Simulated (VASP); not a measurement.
# BaS (I4/mmm) in VASP: a series of runs, part 4 of 4

VASP 6.6.1. The steps go on from the part before.

**6. Single point, r2SCAN (strain -0.040 along x and y, +0.080 along z)**

POSCAR

```
BaS
1.0
    0.0000000000      3.0660000000      3.4492500000
    3.0660000000      0.0000000000      3.4492500000
    3.0660000000      3.0660000000      0.0000000000
Ba S
1 1
Direct
    0.0000000000      0.0000000000      0.0000000000
    0.5000000000      0.5000000000      0.5000000000
```

INCAR.step1

```
ALGO     = Normal         # electronic algorithm
EDIFF    = 1E-4           # SCF threshold, eV
ENCUT    = 520            # plane-wave cutoff, eV
GGA      = PE             # functional
ISMEAR   = 0              # smearing method
LASPH    = True           # aspherical terms in the spheres
LCHARG   = False          # write CHGCAR
LREAL    = False          # projectors in reciprocal space
LWAVE    = True           # write WAVECAR
NBANDS   = 15             # bands
NELM     = 100            # most SCF steps
PREC     = Accurate       # precision mode
SIGMA    = 0.05           # smearing width, eV
```

INCAR.step2

```
ALGO     = Normal         # electronic algorithm
EDIFF    = 1E-7           # SCF threshold, eV
ENCUT    = 520            # plane-wave cutoff, eV
ISIF     = 2              # what is computed and relaxed
ISMEAR   = 0              # smearing method
ISTART   = 1            
LASPH    = True           # aspherical terms in the spheres
LCHARG   = False          # write CHGCAR
LMIXTAU  = True         
LREAL    = False          # projectors in reciprocal space
LWAVE    = False          # write WAVECAR
METAGGA  = R2SCAN         # meta-GGA
NBANDS   = 15             # bands
NELM     = 100            # most SCF steps
PREC     = Accurate       # precision mode
SIGMA    = 0.05           # smearing width, eV
```

KPOINTS

```
k-points
0
Gamma
  6 6 6
```

Potentials or basis: VASP PAW PBE potentials, release 64 (Ba_sv, S).

Started as:

```console
$ cat potpaw_PBE.64/Ba_sv/POTCAR potpaw_PBE.64/S/POTCAR > POTCAR
$ cp INCAR.step1 INCAR
$ mpirun -np 1 vasp_std > vasp.out
$ cp INCAR.step2 INCAR
$ mpirun -np 1 vasp_std > vasp.out
```

OUTCAR:

```text
EDIFF = 1E-7
   ENCUT = 520
   ISIF = 2
   ISMEAR = 0
   ISTART = 1
   LASPH = True
   LREAL = False
   METAGGA = R2SCAN
   NELM = 100
   PREC = Accurate

 ion  position               nearest neighbor table
   1  0.000  0.000  0.000-   2 3.07   2 3.07   2 3.07   2 3.07   2 3.45   2 3.45
   2  0.500  0.500  0.500-   1 3.07   1 3.07   1 3.07   1 3.07   1 3.45   1 3.45

  LATTYP: Found a body centered tetragonal cell.
 ALAT       =     4.3359787822
 C/A-ratio  =     1.5909902577

[... 621 lines left out ...]

------------------------ aborting loop because EDIFF is reached ----------------------------------------

  FORCE on cell =-STRESS in cart. coord.  units (eV):
  Direction    XX          YY          ZZ          XY          YZ          ZX
  --------------------------------------------------------------------------------------
  -------------------------------------------------------------------------------------
  Total        2.6784118      2.6784118     -1.3460940      0.0000000     -0.0000000      0.0000000
  in kB       66.1742412     66.1742412    -33.2573003      0.0000000     -0.0000000      0.0000000
  external PRESSURE =      33.0303940 kB  Pullay stress =       0.0000000 kB

 VOLUME and BASIS-vectors are now :
 -----------------------------------------------------------------------------
  energy-cutoff  :      520.00
  volume of cell :       64.85
      direct lattice vectors                 reciprocal lattice vectors
     0.000000000  3.066000000  3.449250000    -0.163078930  0.163078930  0.144959049
     3.066000000  0.000000000  3.449250000     0.163078930 -0.163078930  0.144959049
     3.066000000  3.066000000  0.000000000     0.163078930  0.163078930 -0.144959049

 POSITION                                       TOTAL-FORCE (eV/Angst)
 -----------------------------------------------------------------------------------
      0.00000      0.00000      0.00000        -0.000000      0.000000      0.000000
      3.06600      3.06600      3.44925         0.000000     -0.000000     -0.000000
 -----------------------------------------------------------------------------------
    total drift:                                0.000000      0.000000      0.000000

  FREE ENERGIE OF THE ION-ELECTRON SYSTEM (eV)
  ---------------------------------------------------
  free  energy   TOTEN  =       -39.0303743546 eV

  energy  without entropy=      -39.0303743546  energy(sigma->0) =      -39.03037435
```

OUTCAR.step1:

```text
EDIFF = 1E-4
   ENCUT = 520
   GGA = PE
   ISMEAR = 0
   LASPH = True
[... 654 lines left out ...]
 -----------------------------------------------------------------------------------
      0.00000      0.00000      0.00000        -0.000000      0.000000     -0.000000
      3.06600      3.06600      3.44925         0.000000     -0.000000      0.000000
 -----------------------------------------------------------------------------------
    total drift:                                0.000000      0.000000      0.000000

  FREE ENERGIE OF THE ION-ELECTRON SYSTEM (eV)
  ---------------------------------------------------
  free  energy   TOTEN  =       -10.0314667928 eV

  energy  without entropy=      -10.0314667928  energy(sigma->0) =      -10.03146679
```

OSZICAR.step1:

```text
N       E                     dE             d eps       ncg     rms          rms(c)
DAV:   1     0.857491569141E+02    0.85749E+02   -0.68538E+03   900   0.931E+02
DAV:   2    -0.573316081204E+01   -0.91482E+02   -0.81600E+02  1242   0.168E+02
DAV:   3    -0.104864469172E+02   -0.47533E+01   -0.47205E+01  1251   0.416E+01
DAV:   4    -0.105687481282E+02   -0.82301E-01   -0.82265E-01  1133   0.556E+00
DAV:   5    -0.105706910828E+02   -0.19430E-02   -0.19428E-02  1256   0.666E-01    0.514E+00
DAV:   6    -0.100253811707E+02    0.54531E+00   -0.73919E-01  1054   0.509E+00    0.353E+00
DAV:   7    -0.100176245154E+02    0.77567E-02   -0.22022E-01  1147   0.257E+00    0.220E+00
DAV:   8    -0.100290586005E+02   -0.11434E-01   -0.24610E-02  1012   0.112E+00    0.277E-01
DAV:   9    -0.100304768479E+02   -0.14182E-02   -0.40829E-03  1159   0.476E-01    0.144E-01
DAV:  10    -0.100313623626E+02   -0.88551E-03   -0.88905E-04   949   0.200E-01    0.351E-02
DAV:  11    -0.100314631216E+02   -0.10076E-03   -0.14990E-04  1102   0.772E-02    0.124E-02
DAV:  12    -0.100314667928E+02   -0.36712E-05   -0.86607E-06   541   0.188E-02
   1 F= -.10031467E+02 E0= -.10031467E+02  d E =-.132012E-17
```

It took 70 s on 1 thread of Intel Xeon 6975P-C (Granite Rapids), shared host; peak memory 0.22 GiB.

What came out:

```yaml
Free_energy: -39.0304 eV
Pressure: 3.3 GPa
Band_gap_on_the_k_mesh: 2.31 eV (least direct gap 2.41 eV)
```

Caveat: the cell differs from its parent crystal (strain -0.040 along x and y, +0.080 along z); the cell stands under pressure; the PAW data sets were made with another functional, which shifts forces and pressure a little; spin-orbit coupling is left out, which moves the levels of the heavy elements. A k mesh can miss the band edges.

**7. Single point, r2SCAN (strain +0.040 along x and y, -0.080 along z)**

POSCAR

```
BaS
1.0
    0.0000000000      3.3215000000      2.9382500000
    3.3215000000      0.0000000000      2.9382500000
    3.3215000000      3.3215000000      0.0000000000
Ba S
1 1
Direct
    0.0000000000      0.0000000000      0.0000000000
    0.5000000000      0.5000000000      0.5000000000
```

INCAR.step1

```
PREC = Accurate ; ENCUT = 520
ISMEAR = 0 ; SIGMA = 0.05
LREAL = False ; LASPH = True
NELM = 100 ; NBANDS = 15
GGA = PE ; ALGO = Normal
EDIFF = 1E-4 ; LWAVE = True
LCHARG = False
```

INCAR.step2

```
PREC = Accurate ; ENCUT = 520
EDIFF = 1E-7 ; ISMEAR = 0
SIGMA = 0.05 ; LREAL = False
LASPH = True ; NELM = 100
ALGO = Normal ; ISIF = 2
LWAVE = False ; LCHARG = False
METAGGA = R2SCAN ; LMIXTAU = True
NBANDS = 15 ; ISTART = 1
```

KPOINTS

```
Automatic mesh
0
Gamma
  6 6 6
```

Started as:

```console
$ cat potpaw_PBE.64/Ba_sv/POTCAR potpaw_PBE.64/S/POTCAR > POTCAR
$ cp INCAR.step1 INCAR
$ mpirun -np 1 vasp_std > vasp.out
$ cp INCAR.step2 INCAR
$ mpirun -np 1 vasp_std > vasp.out
```

Run time: 66 s. Hardware: 1 thread of Intel Xeon 6975P-C (Granite Rapids), shared host; peak memory 0.22 GiB.

The run converged. Its results:

```
Free energy            : -38.9597 eV
Pressure               : 3.8 GPa
Band gap on the k mesh : 1.93 eV (least direct gap 2.18 eV)
```

Stress tensor (GPa, compression positive):
```
-1.41  0.00  0.00
 0.00 -1.41  0.00
 0.00  0.00 14.15
```

Levels at points of the mesh, in eV from the valence-band top:
| k point | band 6 | band 7 | band 8 | band 9 | band 10 | band 11 |
| --- | --- | --- | --- | --- | --- | --- |
| (0.00, 0.00, 0.00) | -0.58 | -0.58 | 0.00 | 3.29 | 3.64 | 3.64 |
| (0.50, 0.00, 0.00) | -2.38 | -1.63 | -1.55 | 5.58 | 5.66 | 6.49 |
| (0.50, 0.50, 0.00) | -0.73 | -0.73 | -0.34 | 1.93 | 6.36 | 6.47 |
| (0.50, 0.00, 0.50) | -1.14 | -0.71 | -0.07 | 2.11 | 5.40 | 7.01 |

Caveat: the cell differs from its parent crystal (strain +0.040 along x and y, -0.080 along z); the cell stands under pressure; the PAW data sets were made with another functional, which shifts forces and pressure a little; spin-orbit coupling is left out, which moves the levels of the heavy elements.

**8. The runs side by side**

```csv
cell,gap on the mesh (eV),pressure (GPa)
"a = 4.435, b = 4.435, c = 4.155 Å, angles 62.1, 62.1, 55.9°, 2 atoms",1.89,12.4
"a = 4.531, b = 4.531, c = 4.155 Å, angles 62.7, 62.7, 54.6°, 2 atoms",1.97,10.8
"a = 4.340, b = 4.340, c = 4.517 Å, angles 58.6, 58.6, 62.7°, 2 atoms",1.90,7.6
"a = 4.427, b = 4.427, c = 4.517 Å, angles 59.3, 59.3, 61.3°, 2 atoms",2.24,3.9
"a = 4.615, b = 4.615, c = 4.336 Å, angles 62.0, 62.0, 56.0°, 2 atoms",2.31,3.3
"a = 4.435, b = 4.435, c = 4.697 Å, angles 58.0, 58.0, 64.0°, 2 atoms",1.93,3.8
```

Alike in all rows: task single point; level r2SCAN; potentials or basis VASP PAW PBE potentials, release 64 (Ba_sv, S); no spin polarisation; k mesh 6 × 6 × 6; cutoff (eV) 520; smearing gaussian 0.05 eV.

Caveats: the cell stands under pressure; the PAW data sets were made with another functional, which shifts forces and pressure a little; spin-orbit coupling is left out, which moves the levels of the heavy elements.

Absolute energies hang on the potentials; compare differences alone.
